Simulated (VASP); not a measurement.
# CO2 (Pa-3) in VASP: further runs

The runs below take CO2 through relaxation of cell and atoms, with PBE+D3(BJ).

Everything below comes from runs of VASP 6.6.1. Logs are shortened: lines on timing, memory, paths and dates and some standing lists are left out, and cuts for length are marked.

## (1) The cell of the first run

The structure is cubic, space group Pa-3 (No. 205). The conventional cell has a = 5.292 Å, b = 5.292 Å, c = 5.292 Å, α = 90.00°, β = 90.00°, γ = 90.00°. Within 1.6 Å of C (site symmetry -3) lie 2 O at 1.17 Å. Within 1.6 Å of O (site symmetry 3) lie 1 C at 1.17 Å.

## (2) Relaxation of cell and atoms, PBE+D3(BJ), target pressure 3.45 GPa, at which the enthalpy is minimised

Contents of INCAR:

```
SYSTEM = CO2
PREC     = Accurate       ! precision mode
ENCUT    = 600            ! plane-wave cutoff, eV
EDIFF    = 1E-6           ! SCF threshold, eV
ISMEAR   = 0              ! smearing method
SIGMA    = 0.02           ! smearing width, eV
LREAL    = .FALSE.        ! projectors in reciprocal space
LASPH    = .TRUE.         ! aspherical terms in the spheres
NELM     = 60             ! most SCF steps
ALGO     = Normal         ! electronic algorithm
ISIF     = 3              ! what is computed and relaxed
LWAVE    = .FALSE.        ! write WAVECAR
LCHARG   = .FALSE.        ! write CHGCAR
GGA      = PE             ! functional
IVDW     = 12             ! dispersion correction
IBRION   = 2              ! ionic algorithm
NSW      = 100            ! ionic steps
EDIFFG   = -0.002         ! ionic threshold
PSTRESS  = 34.5
```

Contents of KPOINTS:

```
regular mesh
0
G
  4 4 4
  0 0 0
```

Contents of POSCAR:

```
CO2
1.0
    5.2919775256      0.0000000000      0.0000000000
    0.0000000000      5.2919775256      0.0000000000
    0.0000000000      0.0000000000      5.2919775256
C O
4 8
Direct
    0.0000000000      0.0000000000      0.0000000000
    0.5000000000      0.0000000000      0.5000000000
    0.5000000000      0.5000000000      0.0000000000
    0.0000000000      0.5000000000      0.5000000000
    0.1272598587      0.1272598587      0.1272598587
    0.3727401413      0.8727401413      0.6272598587
    0.6272598587      0.3727401413      0.8727401413
    0.8727401413      0.6272598587      0.3727401413
    0.8727401413      0.8727401413      0.8727401413
    0.6272598587      0.1272598587      0.3727401413
    0.3727401413      0.6272598587      0.1272598587
    0.1272598587      0.3727401413      0.6272598587
```

Potentials or basis: VASP PAW PBE potentials, release 64 (C, O).

The run is started by

```bash
$ cat potpaw_PBE.64/C/POTCAR potpaw_PBE.64/O/POTCAR > POTCAR
$ mpirun -np 1 vasp_std > vasp.out
```

OUTCAR:

```text
SYSTEM = CO2
   PREC = Accurate
   ENCUT = 600
   EDIFF = 1E-6
   ISMEAR = 0
   LREAL = .FALSE.
   LASPH = .TRUE.
   NELM = 60
   ISIF = 3
   GGA = PE
   IVDW = 12
   IBRION = 2
   NSW = 100
   EDIFFG = -0.002
   PSTRESS = 34.5
 IVDW          = 12

 ion  position               nearest neighbor table
   1  0.000  0.000  0.000-   5 1.17   9 1.17
   2  0.500  0.000  0.500-   6 1.17  10 1.17
   3  0.500  0.500  0.000-   7 1.17  11 1.17
   4  0.000  0.500  0.500-   8 1.17  12 1.17
   5  0.127  0.127  0.127-   1 1.17
   6  0.373  0.873  0.627-   2 1.17
   7  0.627  0.373  0.873-   3 1.17
   8  0.873  0.627  0.373-   4 1.17
   9  0.873  0.873  0.873-   1 1.17
  10  0.627  0.127  0.373-   2 1.17
  11  0.373  0.627  0.127-   3 1.17
  12  0.127  0.373  0.627-   4 1.17

  LATTYP: Found a simple cubic cell.
 ALAT       =     5.2919775256

  Lattice vectors:

 A1 = (   5.2919775256,   0.0000000000,   0.0000000000)
 A2 = (   0.0000000000,   5.2919775256,   0.0000000000)
 A3 = (   0.0000000000,   0.0000000000,   5.2919775256)

Analysis of symmetry for initial positions (statically):
=====================================================================
 Subroutine PRICEL returns:
 Original cell was already a primitive cell.

 Routine SETGRP: Setting up the symmetry group for a
 simple cubic supercell.

 Subroutine GETGRP returns: Found 24 space group operations
 (whereof  6 operations were pure point group operations)
 out of a pool of 48 trial point group operations.

The static configuration has the point symmetry S_6 .
 The point group associated with its full space group is T_h .

Analysis of symmetry for dynamics (positions and initial velocities):
=====================================================================
 Subroutine PRICEL returns:
 Original cell was already a primitive cell.

 Routine SETGRP: Setting up the symmetry group for a
 simple cubic supercell.

 Subroutine GETGRP returns: Found 24 space group operations
 (whereof  6 operations were pure point group operations)
 out of a pool of 48 trial point group operations.

The dynamic configuration has the point symmetry S_6 .
 The point group associated with its full space group is T_h .

 Subroutine INISYM returns: Found 24 space group operations
 (whereof  6 operations are pure point group operations),
 and found     1 'primitive' translations

----------------------------------------------------------------------------------------

                                     Primitive cell

  volume of cell :     148.2020

  direct lattice vectors                    reciprocal lattice vectors
     5.291977526  0.000000000  0.000000000     0.188965277  0.000000000  0.000000000
     0.000000000  5.291977526  0.000000000     0.000000000  0.188965277  0.000000000
     0.000000000  0.000000000  5.291977526     0.000000000  0.000000000  0.188965277

  length of vectors
     5.291977526  5.291977526  5.291977526     0.188965277  0.188965277  0.188965277

  position of ions in fractional coordinates (direct lattice)
     0.000000000  0.000000000  0.000000000
     0.500000000  0.000000000  0.500000000
     0.500000000  0.500000000  0.000000000
     0.000000000  0.500000000  0.500000000
     0.127259859  0.127259859  0.127259859
     0.372740141  0.872740141  0.627259859
     0.627259859  0.372740141  0.872740141
     0.872740141  0.627259859  0.372740141
     0.872740141  0.872740141  0.872740141
     0.627259859  0.127259859  0.372740141
     0.372740141  0.627259859  0.127259859
     0.127259859  0.372740141  0.627259859

  ion indices of the primitive-cell ions
   primitive index   ion index
                 1           1
                 2           2
                 3           3
                 4           4
                 5           5
                 6           6
                 7           7
                 8           8
                 9           9
                10          10
                11          11
                12          12

----------------------------------------------------------------------------------------

 KPOINTS: regular mesh

Automatic generation of k-mesh.
 Grid dimensions read from file:
 generate k-points for:    4    4    4

 Generating k-lattice:

  Cartesian coordinates                     Fractional coordinates (reciprocal lattice)
     0.047241319  0.000000000  0.000000000     0.250000000  0.000000000  0.000000000
     0.000000000  0.047241319  0.000000000     0.000000000  0.250000000  0.000000000
     0.000000000  0.000000000  0.047241319     0.000000000  0.000000000  0.250000000

  Length of vectors
     0.047241319  0.047241319  0.047241319

  Shift w.r.t. Gamma in fractional coordinates (k-lattice)
     0.000000000  0.000000000  0.000000000

 Subroutine IBZKPT returns following result:
 ===========================================

 Found     11 irreducible k-points:

 Following reciprocal coordinates:
            Coordinates               Weight
  0.000000  0.000000  0.000000      1.000000
  0.250000  0.000000  0.000000      6.000000
  0.500000  0.000000  0.000000      3.000000
  0.250000  0.250000  0.000000     12.000000
  0.500000  0.250000  0.000000      6.000000
 -0.250000  0.500000  0.000000      6.000000
  0.500000  0.500000  0.000000      3.000000
  0.250000  0.250000  0.250000      8.000000
  0.500000  0.250000  0.250000     12.000000
  0.500000  0.500000  0.250000      6.000000
  0.500000  0.500000  0.500000      1.000000
   k-points           NKPTS =     11   k-points in BZ     NKDIM =     11   number of bands    NBANDS=     39
   number of dos      NEDOS =    301   number of ions     NIONS =     12
   total plane-waves  NPLWV =  74088
   dimension x,y,z NGX =    42 NGY =   42 NGZ =   42
   dimension x,y,z NGXF=    84 NGYF=   84 NGZF=   84
   ions per type =               4   8
   NGX,Y,Z   is equivalent  to a cutoff of  13.19, 13.19, 13.19 a.u.
   NGXF,Y,Z  is equivalent  to a cutoff of  26.39, 26.39, 26.39 a.u.
 SYSTEM =  CO2
   PREC   = accura    normal or accurate (medium, high low for compatibility)
   ISTART =      0    job   : 0-new  1-cont  2-samecut
   ICHARG =      2    charge: 1-file 2-atom 10-const
   ISPIN  =      1    spin polarized calculation?
   LNONCOLLINEAR =      F non collinear calculations
   LSORBIT =      F    spin-orbit coupling
   LASPH  =      T    aspherical Exc in radial PAW
   ENCUT  =  600.0 eV  44.10 Ry    6.64 a.u.  10.57 10.57 10.57*2*pi/ulx,y,z
   NELM   =     60;   NELMIN=  2; NELMDL= -5     # of ELM steps
   EDIFF  = 0.1E-05   stopping-criterion for ELM
   LREAL  =      F    real-space projection
   EDIFFG = -.2E-02   stopping-criterion for IOM
   NSW    =    100    number of steps for IOM
   IBRION =      2    ionic relax: 0-MD 1-quasi-New 2-CG
   NFREE  =      1    steps in history (QN), initial steepest desc. (CG)
   ISIF   =      3    stress and relaxation
   ISYM   =      2    0-nonsym 1-usesym 2-fastsym
   POTIM  = 0.5000    time-step for ionic-motion
   TEBEG  =    0.0;   TEEND  =   0.0 temperature during run
   PSTRESS=   34.5 pullay stress
   NELECT =      64.0000    total number of electrons
   NUPDOWN=      -1.0000    fix difference up-down
   EMIN   =  10.00;   EMAX   =-10.00  energy-range for DOS
   EFERMI =   0.00;   METHOD = LEGACY
   ISMEAR =     0;   SIGMA  =   0.02  broadening in eV -4-tet -1-fermi 0-gaus
   EFERMI_NEDOS =   21; number of points for ismear=-14 and -15
   IALGO  =     38    algorithm
   IMIX   =      4    mixing-type and parameters
     AMIX     =   0.40;   BMIX     =  1.00
     AMIX_MAG =   1.60;   BMIX_MAG =  1.00
  volume/ion in A,a.u.               =      12.35        83.34
  Fermi-wavevector in a.u.,A,eV,Ry     =   1.237419  2.338383 20.833324  1.531206
  Thomas-Fermi vector in A             =   2.371987
   LORBIT       =      0    0 simple, 1 ext, 2 COOP (PROOUT), +10 PAW based schemes
   GGA     = PE    functional components
   LHFCALC =     F    Hartree Fock is set to
   AEXX    =    0.0000 exact exchange contribution
   IVDW    =    12    specifies the selected vdW correction
   LEPSILON=     F    determine dielectric tensor
   LRPA    =     F    only Hartree local field effects (RPA)
 conjugate gradient relaxation of ions
 non-spin polarized calculation
 Gauss-broadening in eV      SIGMA  =   0.02
  energy-cutoff  :      600.00
  volume of cell :      148.20
 maximum number of plane-waves:      4972
   NGX = 21   NGY = 21   NGZ = 21

--------------------------------------- Ionic step        1  -------------------------------------------

 number of electron      64.0000002 magnetization

 Free energy of the ion-electron system (eV)
  ---------------------------------------------------
  ext. energy  EPLUGINS =         0.00000000
  ---------------------------------------------------
  free energy    TOTEN  =       -91.67533707 eV

  energy without entropy =      -91.67533707  energy(sigma->0) =      -91.67533707

------------------------ aborting loop because EDIFF is reached ----------------------------------------

 Edisp (eV)   -1.03474

 E8    (eV) :    -0.2690

  FORCE on cell =-STRESS in cart. coord.  units (eV):
  Direction    XX          YY          ZZ          XY          YZ          ZX
  --------------------------------------------------------------------------------------
  -------------------------------------------------------------------------------------
  Total       4.41549     4.41549     4.41549     0.00000     0.00000     0.00000
  in kB      47.73483    47.73483    47.73483     0.00000     0.00000     0.00000
  external pressure =       13.23 kB  Pullay stress =       34.50 kB
[... 131 lines left out ...]
  FREE ENERGIE OF THE ION-ELECTRON SYSTEM (eV)
  ---------------------------------------------------
  free  energy   TOTEN  =       -92.7289633197 eV

  energy  without entropy=      -92.7289633197  energy(sigma->0) =      -92.72896332

  enthalpy is  TOTEN    =       -89.5304883104 eV   P V=        3.1984750093

[... ionic steps 4 to 7 ...]

--------------------------------------- Ionic step        8  -------------------------------------------

 number of electron      64.0000005 magnetization

------------------------ aborting loop because EDIFF is reached ----------------------------------------

 Edisp (eV)   -1.06074

 E8    (eV) :    -0.2761
[... 93 lines left out ...]
  enthalpy is  TOTEN    =       -89.5368881416 eV   P V=        3.1230110923

--------------------------------------- Ionic step       10  -------------------------------------------

 number of electron      64.0000005 magnetization

 Free energy of the ion-electron system (eV)
  ---------------------------------------------------
  ext. energy  EPLUGINS =         0.00000000
  ---------------------------------------------------
  free energy    TOTEN  =       -91.59891147 eV

  energy without entropy =      -91.59891147  energy(sigma->0) =      -91.59891147

 E-fermi :  -2.1939     XC(G=0):  -8.8435

 val. band max:       -2.3088100984   @ k =   0.0000   0.0000   0.0000
 cond. band min:       4.6580193693   @ k =   0.0000   0.0000   0.0000
 fundamental gap:      6.9668294677
 Fermi energy:        -2.1939244245

 k-point     1 :       0.0000    0.0000    0.0000
  band No.  band energies     occupation
      1     -23.2154      2.00000
      2     -22.7864      2.00000
      3     -22.7864      2.00000
      4     -22.7864      2.00000
      5     -21.9278      2.00000
      6     -21.9278      2.00000
[... 494 lines left out ...]
  FREE ENERGIE OF THE ION-ELECTRON SYSTEM (eV)
  ---------------------------------------------------
  free  energy   TOTEN  =       -92.6596181262 eV

  energy  without entropy=      -92.6596181262  energy(sigma->0) =      -92.65961813

  enthalpy is  TOTEN    =       -89.5375096061 eV   P V=        3.1221085201

 reached required accuracy - stopping structural energy minimisation
```

Run time: 6.5 min. Hardware: 1 thread of Oxide Virtual Turin-like, shared host; peak memory 0.27 GiB.

What came out:

| Item | Value |
| --- | --- |
| Free energy | -92.6596 eV |
| Relaxed volume | 12.08 Å³/atom |
| Relaxed cell | a = 5.253 Å, b = 5.253 Å, c = 5.253 Å, α = 90.00°, β = 90.00°, γ = 90.00° |
| Space group after relaxing (to 0.1 Å) | Pa-3 (No. 205) |
| Energy change on relaxing (the run minimises the enthalpy) | +4.2 meV/atom |
| Ionic steps | 10 |
| Pressure after relaxing | 3.4 GPa |
| Band gap on the k mesh | 6.97 eV |
| Dispersion energy per atom | -0.088 eV |

The path:
```
step  energy change (eV)  largest force (eV/Å)  pressure (GPa)  volume (Å³)
   1              0.0000                0.5908            4.77       148.20
   2              0.2717                2.7196           -6.31       150.40
   3             -0.0189                0.0204            2.90       148.54
   4             -0.0187                0.0313            2.93       148.53
   5             -0.0065                0.0274            3.03       147.85
   6              0.0329                0.0180            3.35       145.83
   7              0.0522                0.0137            3.51       144.91
   8              0.0506                0.0141            3.50       144.99
   9              0.0502                0.1275            3.03       145.03
  10              0.0505                0.0003            3.45       144.99
```

Final structure:
```
C O
1.0
     5.25347    0.00000    0.00000
     0.00000    5.25347    0.00000
     0.00000    0.00000    5.25347
C O
4 8
Cartesian
  0.0000 0.0000 0.0000
  2.6267 0.0000 2.6267
  2.6267 2.6267 0.0000
  0.0000 2.6267 2.6267
  0.6764 0.6764 0.6764
  1.9503 4.5771 3.3031
  3.3031 1.9503 4.5771
  4.5771 3.3031 1.9503
  4.5771 4.5771 4.5771
  3.3031 0.6764 1.9503
  1.9503 3.3031 0.6764
  0.6764 1.9503 3.3031
```

Caveat: the cell is relaxed towards a set pressure, so the run minimises the enthalpy, not the energy. A k mesh can miss the band edges.

## (3) Relaxation of cell and atoms, PBE+D3(BJ), target pressure 3.45 GPa, at which the enthalpy is minimised

This run uses another cell than the first one, of 14.87 Å³/atom.

Contents of INCAR:

```
SYSTEM = CO2
PREC = Accurate ; ENCUT = 600
EDIFF = 1E-7 ; ISMEAR = 0
SIGMA = 0.1 ; LREAL = .FALSE.
LASPH = .TRUE. ; NELM = 80
ALGO = Normal ; ISIF = 3
LWAVE = .FALSE. ; LCHARG = .FALSE.
GGA = PE ; IVDW = 12
IBRION = 2 ; NSW = 100
EDIFFG = -0.05 ; PSTRESS = 34.5
```

KPOINTS is that of step 2.

Contents of POSCAR:

```
CO2
1.0
    5.6300000000      0.0000000000      0.0000000000
    0.0000000000      5.6300000000      0.0000000000
    0.0000000000      0.0000000000      5.6300000000
C O
4 8
Direct
    0.0000000000      0.0000000000      0.0000000000
    0.5000000000      0.0000000000      0.5000000000
    0.5000000000      0.5000000000      0.0000000000
    0.0000000000      0.5000000000      0.5000000000
    0.1080000000      0.1080000000      0.1080000000
    0.3920000000      0.8920000000      0.6080000000
    0.6080000000      0.3920000000      0.8920000000
    0.8920000000      0.6080000000      0.3920000000
    0.8920000000      0.8920000000      0.8920000000
    0.6080000000      0.1080000000      0.3920000000
    0.3920000000      0.6080000000      0.1080000000
    0.1080000000      0.3920000000      0.6080000000
```

Potentials or basis: VASP PAW PBE potentials, release 64 (C, O).

The run is started by

```bash
$ cat potpaw_PBE.64/C/POTCAR potpaw_PBE.64/O/POTCAR > POTCAR
$ mpirun -np 1 vasp_std > vasp.out
```

Wall time 28 min (1 thread of Oxide Virtual Turin-like, shared host); peak memory 0.34 GiB.

It converged, with:

```yaml
Free_energy: -92.7511 eV
Relaxed_volume: 12.07 Å³/atom
Relaxed_cell: a = 5.251 Å, b = 5.251 Å, c = 5.251 Å, α = 90.00°, β = 90.00°, γ = 90.00°
Space_group_after_relaxing_to_0.1_Å: Pa-3 (No. 205)
Energy_change_on_relaxing_the_run_minimises_the_enthalpy: -653.3 meV/atom
Ionic_steps: 22
Pressure_after_relaxing: 3.5 GPa
Largest_force_after_relaxing: 0.017 eV/Å
Band_gap_on_the_k_mesh: 6.97 eV
Dispersion_energy_per_atom: -0.089 eV
```

Forces in eV/Å, atoms in the order of the input:
```
C    0.000  0.000  0.000
C    0.000  0.000  0.000
C    0.000  0.000  0.000
C    0.000  0.000  0.000
O    0.010  0.010  0.010
O   -0.010 -0.010  0.010
O    0.010 -0.010 -0.010
O   -0.010  0.010 -0.010
O   -0.010 -0.010 -0.010
O    0.010  0.010 -0.010
O   -0.010  0.010  0.010
O    0.010 -0.010  0.010
```

The path:
```tsv
step	energy change (eV)	largest force (eV/Å)	pressure (GPa)	volume (Å³)
1	0.0000	19.2164	47.48	178.45
2	58.7350	1.6252	-15.45	306.17
3	53.6793	2.9456	-17.34	282.17
4	45.4980	5.8102	-23.10	258.60
5	16.9946	10.9630	-33.60	216.05
6	-0.0894	9.7026	-28.12	196.66
7	-6.3270	5.7298	-16.20	187.41
8	-7.9015	2.1790	-6.15	182.89
9	-8.1077	0.1243	0.21	180.66
10	-8.1059	0.2552	0.57	180.55
11	-8.1028	0.3848	1.19	175.01
12	-8.0151	0.8718	3.97	159.08
13	-7.1787	2.2617	15.63	130.17
14	-7.8278	1.5754	7.75	148.79
15	-7.8369	1.3332	7.16	147.91
16	-7.8347	0.6323	5.44	145.28
17	-7.7057	0.6623	2.26	140.11
18	-7.8024	0.1164	4.19	143.20
19	-7.8000	0.0882	4.12	143.09
20	-7.8041	0.0810	4.06	143.26
21	-7.8162	0.0595	3.88	143.78
22	-7.8393	0.0169	3.53	144.81
```

Final structure:
```xyz
12
Lattice="5.2512 0.0000 0.0000 0.0000 5.2512 0.0000 0.0000 0.0000 5.2512" Properties=species:S:1:pos:R:3 pbc="T T T"
C     0.0000    0.0000    0.0000
C     2.6256    0.0000    2.6256
C     2.6256    2.6256    0.0000
C     0.0000    2.6256    2.6256
O     0.6763    0.6763    0.6763
O     1.9494    4.5750    3.3019
O     3.3019    1.9494    4.5750
O     4.5750    3.3019    1.9494
O     4.5750    4.5750    4.5750
O     3.3019    0.6763    1.9494
O     1.9494    3.3019    0.6763
O     0.6763    1.9494    3.3019
```

Levels at points of the mesh, in eV from the valence-band top:
| k point | band 28 | band 29 | band 30 | band 31 | band 32 | band 33 | band 34 | band 35 | band 36 | band 37 |
| --- | --- | --- | --- | --- | --- | --- | --- | --- | --- | --- |
| (0.00, 0.00, 0.00) | -0.31 | -0.31 | -0.31 | 0.00 | 0.00 | 6.97 | 7.66 | 7.66 | 7.66 | 8.10 |
| (0.50, 0.00, 0.00) | -0.59 | -0.47 | -0.47 | -0.10 | -0.10 | 7.60 | 7.60 | 7.94 | 7.94 | 8.30 |
| (0.50, 0.50, 0.00) | -0.51 | -0.41 | -0.41 | -0.41 | -0.41 | 7.61 | 7.61 | 7.61 | 7.61 | 8.54 |
| (0.50, 0.50, 0.50) | -0.54 | -0.49 | -0.49 | -0.49 | -0.49 | 7.56 | 7.56 | 7.56 | 7.56 | 8.85 |

Caveat: the cell is relaxed towards a set pressure, so the run minimises the enthalpy, not the energy; the volume moved by over 15 % at a fixed basis, so the end points are rough.
